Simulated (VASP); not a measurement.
# FeNi (Cmmm) in VASP: a series of runs

The runs below take FeNi through single point, with LDA.

All numbers are computed with VASP 6.6.1; they aren't measurements. Logs are shortened: lines on timing, memory, paths and dates and some standing lists are left out, and cuts for length are marked.

### 1 The cell of the first run

The structure is orthorhombic, space group Cmmm (No. 65). The conventional cell has a = 2.874 Å, b = 3.963 Å, c = 3.949 Å, α = 90.00°, β = 90.00°, γ = 90.00°. Within 3.2 Å of Fe (site symmetry mmm) lie 8 Ni at 2.44 to 2.80 Å and 6 Fe at 2.45 to 2.87 Å. Ni (site symmetry mmm) has 8 Fe at 2.44 to 2.80 Å and 6 Ni at 2.45 to 2.87 Å within 3.2 Å.

### 2 Single point, LDA, collinear spin, ferromagnetic start

INCAR reads:

```
SYSTEM = FeNi
PREC     = Accurate       ! precision mode
ENCUT    = 520            ! plane-wave cutoff, eV
EDIFF    = 1E-7           ! SCF threshold, eV
ISMEAR   = 0              ! smearing method
SIGMA    = 0.05           ! smearing width, eV
LREAL    = .FALSE.        ! projectors in reciprocal space
LASPH    = .TRUE.         ! aspherical terms in the spheres
NELM     = 150            ! most SCF steps
ALGO     = Normal         ! electronic algorithm
ISIF     = 2              ! what is computed and relaxed
LWAVE    = .FALSE.        ! write WAVECAR
LCHARG   = .FALSE.        ! write CHGCAR
ISPIN    = 2              ! spin polarisation
MAGMOM   = 4 2            ! initial moments
LORBIT   = 11             ! projections on sites
LMAXMIX  = 4              ! l up to which the mixer works
GGA      = CA             ! functional
NBANDS   = 20             ! bands
```

KPOINTS reads:

```
Automatic mesh
0
G
  14 14 8
  0 0 0
```

POSCAR reads:

```
FeNi
1.0
    1.4370160000     -1.9813120000      0.0000000000
    1.4370160000      1.9813120000      0.0000000000
    0.0000000000      0.0000000000      3.9492880000
Fe Ni
1 1
Direct
    0.0000000000      0.0000000000      0.0000000000
    0.5000000000      0.5000000000      0.5000000000
```

Potentials or basis: VASP PAW LDA potentials, release 64 (Fe, Ni).

Launch:

```sh
$ cat potpaw_LDA.64/Fe/POTCAR potpaw_LDA.64/Ni/POTCAR > POTCAR
$ mpirun -np 1 vasp_std > vasp.out
```

OUTCAR:

```text
SYSTEM = FeNi
   PREC = Accurate
   ENCUT = 520
   EDIFF = 1E-7
   ISMEAR = 0
   LREAL = .FALSE.
   LASPH = .TRUE.
   NELM = 150
   ISIF = 2
   ISPIN = 2
   LORBIT = 11
   GGA = CA

 ion  position               nearest neighbor table
   1  0.000  0.000  0.000-   2 2.44   2 2.44   2 2.44   2 2.44   2 2.80   2 2.80   2 2.80   2 2.80

   2  0.500  0.500  0.500-   1 2.44   1 2.44   1 2.44   1 2.44   1 2.80   1 2.80   1 2.80   1 2.80

  LATTYP: Found a base centered orthorhombic cell.
 ALAT       =     2.8740320000
 B/A-ratio  =     1.3787682253
 C/A-ratio  =     1.3741280542

  Lattice vectors:

 A1 = (   1.4370160000,  -1.9813120000,   0.0000000000)
 A2 = (   1.4370160000,   1.9813120000,   0.0000000000)
 A3 = (   0.0000000000,   0.0000000000,   3.9492880000)

Analysis of symmetry for initial positions (statically):
=====================================================================
 Subroutine PRICEL returns:
 Original cell was already a primitive cell.

 Routine SETGRP: Setting up the symmetry group for a
 base centered orthorhombic supercell.

 Subroutine GETGRP returns: Found  8 space group operations
 (whereof  8 operations were pure point group operations)
 out of a pool of  8 trial point group operations.

The static configuration has the point symmetry D_2h.

Analysis of symmetry for dynamics (positions and initial velocities):
=====================================================================
 Subroutine PRICEL returns:
 Original cell was already a primitive cell.

 Routine SETGRP: Setting up the symmetry group for a
 base centered orthorhombic supercell.

 Subroutine GETGRP returns: Found  8 space group operations
 (whereof  8 operations were pure point group operations)
 out of a pool of  8 trial point group operations.

The dynamic configuration has the point symmetry D_2h.

Analysis of structural, dynamic, and magnetic symmetry:
=====================================================================
 Subroutine PRICEL returns:
 Original cell was already a primitive cell.

 Routine SETGRP: Setting up the symmetry group for a
 base centered orthorhombic supercell.

 Subroutine GETGRP returns: Found  8 space group operations
 (whereof  8 operations were pure point group operations)
 out of a pool of  8 trial point group operations.

The overall configuration has the point symmetry D_2h.

 Subroutine INISYM returns: Found  8 space group operations
 (whereof  8 operations are pure point group operations),
[... 116 lines left out ...]
     AMIX_MAG =   1.60;   BMIX_MAG =  1.00
  volume/ion in A,a.u.               =      11.24        75.88
  Fermi-wavevector in a.u.,A,eV,Ry     =   1.520003  2.872390 31.435043  2.310410
  Thomas-Fermi vector in A             =   2.628913
   LORBIT       =     11    0 simple, 1 ext, 2 COOP (PROOUT), +10 PAW based schemes
   GGA     = CA    functional components
   LHFCALC =     F    Hartree Fock is set to
   AEXX    =    0.0000 exact exchange contribution
   IVDW    =     0    specifies the selected vdW correction
   LEPSILON=     F    determine dielectric tensor
   LRPA    =     F    only Hartree local field effects (RPA)
 spin polarized calculation
 Gauss-broadening in eV      SIGMA  =   0.05
  energy-cutoff  :      520.00
  volume of cell :       22.49
 maximum number of plane-waves:       629
   NGX =  9   NGY =  9   NGZ = 15

 number of electron      18.0000005 magnetization       3.1233649

 Free energy of the ion-electron system (eV)
  ---------------------------------------------------
  ext. energy  EPLUGINS =         0.00000000
  ---------------------------------------------------
  free energy    TOTEN  =       -15.58950462 eV

  energy without entropy =      -15.58636239  energy(sigma->0) =      -15.58793351

 E-fermi :   7.3350     XC(G=0): -13.4406

 val. band max:        7.3341689381   @ k =   0.2143   0.0000   0.0000
 cond. band min:       7.3373546584   @ k =  -0.4286   0.2143   0.1250
 fundamental gap:      0.0031857203
 Fermi energy:         7.3350312882

 spin component 1

 k-point     1 :       0.0000    0.0000    0.0000
  band No.  band energies     occupation
      1      -1.5145      1.00000
      2       2.3321      1.00000
      3       3.7630      1.00000
      4       4.7388      1.00000
      5       4.8496      1.00000
      6       4.8941      1.00000
[... 541 lines left out ...]
     19      29.6345      0.00000
     20      36.8522      0.00000

 [... further k-points ...]

 spin component 2

 k-point     1 :       0.0000    0.0000    0.0000
  band No.  band energies     occupation
      1      -1.2729      1.00000
      2       3.2528      1.00000
      3       4.7644      1.00000
      4       5.8383      1.00000
      5       6.1273      1.00000
      6       6.3509      1.00000
[... 541 lines left out ...]
     19      30.0273      0.00000
     20      37.2522      0.00000

 [... further k-points ...]

------------------------ aborting loop because EDIFF is reached ----------------------------------------

  FORCE on cell =-STRESS in cart. coord.  units (eV):
  Direction    XX          YY          ZZ          XY          YZ          ZX
  --------------------------------------------------------------------------------------
  -------------------------------------------------------------------------------------
  Total       -1.7005786     -2.3485789     -2.2428798     -0.0000000      0.0000000      0.0000000
  in kB     -121.1557494   -167.3217762   -159.7913647     -0.0000000      0.0000000      0.0000000
  external PRESSURE =    -149.4229634 kB  Pullay stress =       0.0000000 kB

 VOLUME and BASIS-vectors are now :
 -----------------------------------------------------------------------------
  energy-cutoff  :      520.00
  volume of cell :       22.49
      direct lattice vectors                 reciprocal lattice vectors
     1.437016000 -1.981312000  0.000000000     0.347943238 -0.252358033  0.000000000
     1.437016000  1.981312000  0.000000000     0.347943238  0.252358033  0.000000000
     0.000000000  0.000000000  3.949288000     0.000000000  0.000000000  0.253210199

 POSITION                                       TOTAL-FORCE (eV/Angst)
 -----------------------------------------------------------------------------------
      0.00000      0.00000      0.00000        -0.000000      0.000000      0.000000
      1.43702      0.00000      1.97464         0.000000     -0.000000      0.000000
 -----------------------------------------------------------------------------------
    total drift:                               -0.000000     -0.000000     -0.000000

  FREE ENERGIE OF THE ION-ELECTRON SYSTEM (eV)
  ---------------------------------------------------
  free  energy   TOTEN  =       -15.5895046230 eV

  energy  without entropy=      -15.5863623894  energy(sigma->0) =      -15.58793351

 total charge

# of ion       s       p       d       tot
------------------------------------------
    1        0.479   0.499   6.231   7.209
    2        0.506   0.513   8.335   9.353
--------------------------------------------------
tot          0.985   1.012  14.565  16.563

 magnetization (x)

# of ion       s       p       d       tot
------------------------------------------
    1       -0.002  -0.010   2.499   2.486
    2       -0.016  -0.039   0.668   0.613
--------------------------------------------------
tot         -0.018  -0.050   3.167   3.098
```

OSZICAR:

```text
N       E                     dE             d eps       ncg     rms          rms(c)
DAV:   1     0.854828861729E+02    0.85483E+02   -0.85833E+03 24984   0.128E+03
DAV:   2    -0.125596459178E+02   -0.98043E+02   -0.88073E+02 23016   0.219E+02
DAV:   3    -0.172689070655E+02   -0.47093E+01   -0.45349E+01 25608   0.588E+01
DAV:   4    -0.173204017190E+02   -0.51495E-01   -0.51460E-01 26100   0.564E+00
DAV:   5    -0.173217314784E+02   -0.13298E-02   -0.13297E-02 26028   0.906E-01    0.166E+01
DAV:   6    -0.166751405834E+02    0.64659E+00   -0.11028E+01 25468   0.642E+01    0.134E+01
DAV:   7    -0.186567142464E+02   -0.19816E+01   -0.12956E+01 30264   0.775E+01    0.312E+01
DAV:   8    -0.156624017222E+02    0.29943E+01   -0.74640E+00 29948   0.545E+01    0.447E+00
DAV:   9    -0.155952488723E+02    0.67153E-01   -0.20010E-01 34756   0.723E+00    0.203E+00
DAV:  10    -0.155924130491E+02    0.28358E-02   -0.11642E-02 36120   0.162E+00    0.104E+00
DAV:  11    -0.155895028733E+02    0.29102E-02   -0.74107E-03 34316   0.178E+00    0.361E-01
DAV:  12    -0.155895179929E+02   -0.15120E-04   -0.54705E-04 30612   0.346E-01    0.166E-01
DAV:  13    -0.155895106632E+02    0.73297E-05   -0.58811E-05 30768   0.114E-01    0.721E-02
DAV:  14    -0.155895047903E+02    0.58729E-05   -0.15160E-05 33640   0.542E-02    0.257E-02
DAV:  15    -0.155895045386E+02    0.25170E-06   -0.24294E-06 34028   0.250E-02    0.125E-02
DAV:  16    -0.155895046230E+02   -0.84420E-07   -0.21738E-07 16156   0.748E-03
   1 F= -.15589505E+02 E0= -.15587934E+02  d E =-.314223E-02  mag=     3.1239
```

Run time: 2.4 min. Hardware: 1 thread of Intel Xeon Platinum 8488C (Sapphire Rapids), shared host; peak memory 0.29 GiB.

What came out:

* Free energy: -15.5895 eV
* Pressure: -14.9 GPa
* Net moment: 3.12 μB per cell
* Site moments: Fe +2.49; Ni +0.61 μB
* Valence electrons inside the program's atomic spheres: Fe 7.21; Ni 9.35

Caveat: the cell stands under tension.

### 3 Single point, LDA, collinear spin, ferromagnetic start

This run uses another cell than the first one, of 12.59 Å³/atom.

INCAR reads:

```
SYSTEM = FeNi
PREC = Accurate
ENCUT = 520
EDIFF = 1E-6
ISMEAR = 0
SIGMA = 0.05
LREAL = .False.
LASPH = .True.
NELM = 150
ALGO = Fast
ISIF = 2
LWAVE = .False.
LCHARG = .True.
ISPIN = 2
MAGMOM = 2.54 0.67
LORBIT = 11
LMAXMIX = 4
LELF = .True.
LVHAR = .True.
NBANDS = 20
```

KPOINTS reads:

```
Automatic mesh
0
Gamma
  14 14 8
  0 0 0
```

POSCAR reads:

```
FeNi
1.0
    1.4923394209     -2.0575901748      0.0000000000
    1.4923394209      2.0575901748      0.0000000000
    0.0000000000      0.0000000000      4.1013309293
Fe Ni
1 1
Direct
    0.0000000000      0.0000000000      0.0000000000
    0.5000000000      0.5000000000      0.5000000000
```

Potentials or basis: VASP PAW LDA potentials, release 64 (Fe, Ni).

Launch:

```sh
$ cat potpaw_LDA.64/Fe/POTCAR potpaw_LDA.64/Ni/POTCAR > POTCAR
$ mpirun -np 1 vasp_std > vasp.out
```

Wall time 2.8 min (1 thread of Intel Xeon Platinum 8488C (Sapphire Rapids), shared host); peak memory 0.32 GiB.

It converged, with:

- Free energy: -15.2112 eV
- Pressure: -28.3 GPa
- Net moment: 3.30 μB per cell
- Site moments: Fe +2.67; Ni +0.62 μB
- Valence electrons inside the program's atomic spheres: Fe 7.00; Ni 9.18

Stress tensor (GPa, compression positive):
```
-26.08   0.00   0.00
  0.00 -29.23   0.00
  0.00   0.00 -29.73
```

Levels at points of the mesh, in eV from the Fermi level:
Spin up:
```
           k point  band 8  band 9  band 10  band 11  band 12  band 13  band 14  band 15
(0.00, 0.00, 0.00)   -1.27   -1.06    -1.02    -0.33     0.31     5.83    16.86    17.30
(0.50, 0.00, 0.00)   -1.25   -1.13    -0.94     1.14     1.53     9.59     9.63     9.85
(0.50, 0.50, 0.00)   -0.53   -0.50    -0.20     0.30     5.76     8.05     8.95     9.07
(0.00, 0.00, 0.50)   -1.43   -1.40    -1.39    -1.14    -1.12    14.37    14.61    19.55
(0.50, 0.00, 0.50)   -1.06   -0.37    -0.29     0.10     0.13     5.26     5.80    17.37
(0.50, 0.50, 0.50)   -1.56   -0.45    -0.25     4.37     4.41     6.15     6.79    11.47
```
Spin down:
```
           k point  band 6  band 7  band 8  band 9  band 10  band 11
(0.00, 0.00, 0.00)   -0.75   -0.45   -0.20    0.55     1.24     1.34
(0.50, 0.00, 0.00)   -1.12   -0.62   -0.33    1.07     1.44     1.76
(0.50, 0.50, 0.00)    0.28    0.51    0.64    1.21     1.26     2.19
(0.00, 0.00, 0.50)   -0.77   -0.58   -0.56   -0.47     0.82     1.13
(0.50, 0.00, 0.50)   -0.28    0.25    0.42    0.64     1.23     1.29
(0.50, 0.50, 0.50)   -0.88   -0.15    0.29    0.63     2.18     4.93
```

Caveat: the cell stands under tension.
